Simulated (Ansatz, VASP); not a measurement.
**AlNi3 in VASP and in Ansatz**

```
Al Ni
1.0
     3.49387    0.00000    0.00000
     0.00000    3.49387    0.00000
     0.00000    0.00000    3.49387
Al Ni
1 3
Direct
  0.00000 0.00000 0.00000
  0.00000 0.50000 0.50000
  0.50000 0.00000 0.50000
  0.50000 0.50000 0.00000
```

Alike in both runs: task single point; functional PBE; k mesh 12 × 12 × 12; occupations gaussian, width 0.1 eV; collinear spin.

|  | VASP | Ansatz |
| --- | --- | --- |
| version | VASP 6.6.1 | Ansatz 0.2.0 |
| potentials or method | VASP PAW PBE potentials, release 64 (Al, Ni), cutoff 520 eV | scalar-relativistic, plane waves, PAW |
| valence electrons in the cell | 33 | 57 |

```csv
,VASP,Ansatz,Ansatz less VASP
gap on the k mesh at the Fermi level (eV),none,none,-
pressure (GPa),12.9,13.0,+0.10
net moment per atom (μB),0.17,0.18,+0.007
size of the moment on the site where the two differ most (μB),0.24,0.26,+0.022
```

Site moments also hang on the region over which each program counts them. A gap of «none» marks a metal or a gap that the smearing closes. The functional is the same, so the differences come from potentials, cutoffs and numerics. VASP's potentials hold 33 valence electrons a cell and Ansatz's 57, so a difference there can come from the potentials and not from the codes.
